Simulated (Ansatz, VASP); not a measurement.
**Two plane-wave programs on Zn**

```
CELL_PARAMETERS angstrom
2.64493 0.00000 0.00000
-1.32246 2.29057 0.00000
0.00000 0.00000 5.03226
ATOMIC_POSITIONS crystal
Zn 0.33333 0.66667 0.25000
Zn 0.66667 0.33333 0.75000
```

Alike in both runs: functional PBE; k mesh 24 × 24 × 12; occupations gaussian, width 0.1 eV; no spin polarisation.

Ansatz relaxed the structure, and its values are those at the end. VASP's run is a single point on that final structure, the one shown.

```csv
,VASP,Ansatz
version,VASP 6.6.1,Ansatz 0.2.0
potentials or method,"VASP PAW PBE potentials, release 64 (Zn), cutoff 520 eV","scalar-relativistic, plane waves, PAW"
valence electrons in the cell,24,24
```

|  | VASP | Ansatz | Ansatz less VASP |
| --- | --- | --- | --- |
| gap on the k mesh at the Fermi level (eV) | none | none | - |
| pressure (GPa) | 0.3 | 0.0 | -0.33 |

A gap of «none» marks a metal or a gap that the smearing closes. With one functional, cell and mesh, what is left measures potentials, basis and numerics.
